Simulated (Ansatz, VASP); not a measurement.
## FeSb: VASP beside Ansatz

Contents of INCAR:

```
PREC     = Accurate       # precision mode
ENCUT    = 520            # plane-wave cutoff, eV
EDIFF    = 1E-6           # SCF threshold, eV
ISMEAR   = -1             # smearing method
SIGMA    = 0.1            # smearing width, eV
LREAL    = False          # projectors in reciprocal space
LASPH    = True           # aspherical terms in the spheres
NELM     = 150            # most SCF steps
ALGO     = Normal         # electronic algorithm
ISIF     = 2              # what is computed and relaxed
LWAVE    = False          # write WAVECAR
LCHARG   = False          # write CHGCAR
ISPIN    = 2              # spin polarisation
MAGMOM   = 3 3 0 0        # initial moments
LORBIT   = 11             # projections on sites
LMAXMIX  = 4              # l up to which the mixer works
GGA      = CA             # functional
NBANDS   = 25             # bands
```

KPOINTS

```
Automatic mesh
0
Gamma
  7 7 5
```

Contents of POSCAR:

```
FeSb
1.0
    4.0600000000      0.0000000000      0.0000000000
   -2.0300000000      3.5160631394      0.0000000000
    0.0000000000      0.0000000000      5.1300000000
Fe Sb
2 2
Direct
    0.0000000000      0.0000000000      0.0000000000
    0.0000000000      0.0000000000      0.5000000000
    0.3333333333      0.6666666667      0.2500000000
    0.6666666667      0.3333333333      0.7500000000
```

Input for Ansatz:

```yaml
crystal:
  lattice:
    - [4.06, 0.0, 0.0]
    - [-2.03, 3.5160631394, 0.0]
    - [0.0, 0.0, 5.13]
  atoms:
    - { symbol: Fe, position: [0.0, 0.0, 0.0], spin: 3.0 }
    - { symbol: Fe, position: [0.0, 0.0, 0.5], spin: 3.0 }
    - { symbol: Sb, position: [0.3333333333, 0.6666666667, 0.25] }
    - { symbol: Sb, position: [0.6666666667, 0.3333333333, 0.75] }
magnetization:
  spin_polarized: true
kpoints:
  mp_grid: { grid: [7, 7, 5] }
scf:
  occupations: { method: fermi_dirac, width: 0.1 }
  lower_state_search: "off"
hamiltonian:
  xc: lda
  pseudopotentials: { kind: paw }
output:
  forces: true
  stress: true
  eigenvalues: true
```

Alike in both runs: task single point; functional LDA; k mesh 7 × 7 × 5; occupations fermi-dirac, width 0.1 eV; collinear spin.

|  | VASP | Ansatz |
| --- | --- | --- |
| version | VASP 6.6.1 | Ansatz 0.2.0 |
| potentials or method | VASP PAW LDA potentials, release 64 (Fe, Sb) | PAW with Ansatz's default frozen-core files, scalar-relativistic |
| plane-wave cutoff (eV) | 520 | 420 |
| valence electrons in the cell | 26 | 62 |

Ansatz gave:

* pressure (GPa): -12.6
* traceless stress, the component that is largest in VASP (GPa): -1.11
* net moment per atom (μB): 0.71
* size of the moment on the site where the two differ most (μB): 1.50

Question: Which values does VASP return?

Answer: Pressure (GPa): -13.1; traceless stress, the component that is largest in VASP (GPa): -0.76; net moment per atom (μB): 0.66; size of the moment on the site where the two differ most (μB): 1.39.

LDA's correlation is that of Perdew and Zunger in VASP and of Perdew and Wang (1992) in Ansatz. Site moments also hang on the region over which each program counts them. VASP's potentials hold 26 valence electrons a cell and Ansatz's 62, so a difference there can come from the potentials and not from the codes.

Neither program's run includes spin-orbit coupling.
